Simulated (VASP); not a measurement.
A run of VASP 6.6.1 is set up as follows.

File POSCAR:

```
Al3GaN4
1.0
    4.4012372926      0.0000000000      0.0000000000
    0.0000000000      4.4012372926      0.0000000000
    0.0000000000      0.0000000000      4.4012372926
Al Ga N
3 1 4
Direct
    0.5000000000      0.4959834773      0.0000000000
    0.5000000000      0.0000000000      0.4959834773
    0.0000000000      0.5040165227      0.5040165227
    0.0000000000      0.0000000000      0.0000000000
    0.7444581602      0.7431542768      0.2542379564
    0.7444581602      0.2542379564      0.7431542768
    0.2581496065      0.7457620436      0.7457620436
    0.2529340731      0.2568457232      0.2568457232
```

INCAR.step1

```
ALGO     = Normal         # electronic algorithm
EDIFF    = 1E-4           # SCF threshold, eV
ENCUT    = 520            # plane-wave cutoff, eV
GGA      = PE             # functional
ISMEAR   = 0              # smearing method
LASPH    = T              # aspherical terms in the spheres
LCHARG   = F              # write CHGCAR
LREAL    = F              # projectors in reciprocal space
LWAVE    = T              # write WAVECAR
NBANDS   = 31             # bands
NELM     = 60             # most SCF steps
PREC     = Accurate       # precision mode
SIGMA    = 0.05           # smearing width, eV
```

Contents of INCAR.step2:

```
ALGO     = Normal         # electronic algorithm
EDIFF    = 1E-6           # SCF threshold, eV
ENCUT    = 520            # plane-wave cutoff, eV
ISIF     = 2              # what is computed and relaxed
ISMEAR   = 0              # smearing method
ISTART   = 1            
LASPH    = T              # aspherical terms in the spheres
LCHARG   = F              # write CHGCAR
LMIXTAU  = T            
LREAL    = F              # projectors in reciprocal space
LWAVE    = F              # write WAVECAR
METAGGA  = R2SCAN         # meta-GGA
NBANDS   = 31             # bands
NELM     = 60             # most SCF steps
PREC     = Accurate       # precision mode
SIGMA    = 0.05           # smearing width, eV
```

The input KPOINTS:

```
k-points
0
Gamma
  6 6 6
```

Potentials or basis: VASP PAW PBE potentials, release 64 (Al, Ga_d, N).

The run is started by

```bash
$ cat potpaw_PBE.64/Al/POTCAR potpaw_PBE.64/Ga_d/POTCAR potpaw_PBE.64/N/POTCAR > POTCAR
$ cp INCAR.step1 INCAR
$ mpirun -np 1 vasp_std > vasp.out
$ cp INCAR.step2 INCAR
$ mpirun -np 1 vasp_std > vasp.out
```

Task: Predict the band gap on the k mesh.

Result: 4.00 eV.

Task: What does it give for the largest force?

Result: 0.299 eV/Å.

Forces in eV/Å, atoms in the order of the input:
```
Al  -0.002  0.212  0.000
Al  -0.002  0.000  0.212
Al  -0.003 -0.212 -0.212
Ga   0.000  0.000  0.000
N   -0.042 -0.009  0.080
N   -0.042  0.080 -0.009
N   -0.025 -0.078 -0.078
N    0.116  0.007  0.007
```

Caveat: the cell differs from its parent crystal (atoms displaced along a vibrational mode); the PAW data sets were made with another functional, which shifts forces and pressure a little. A k mesh can miss the band edges.
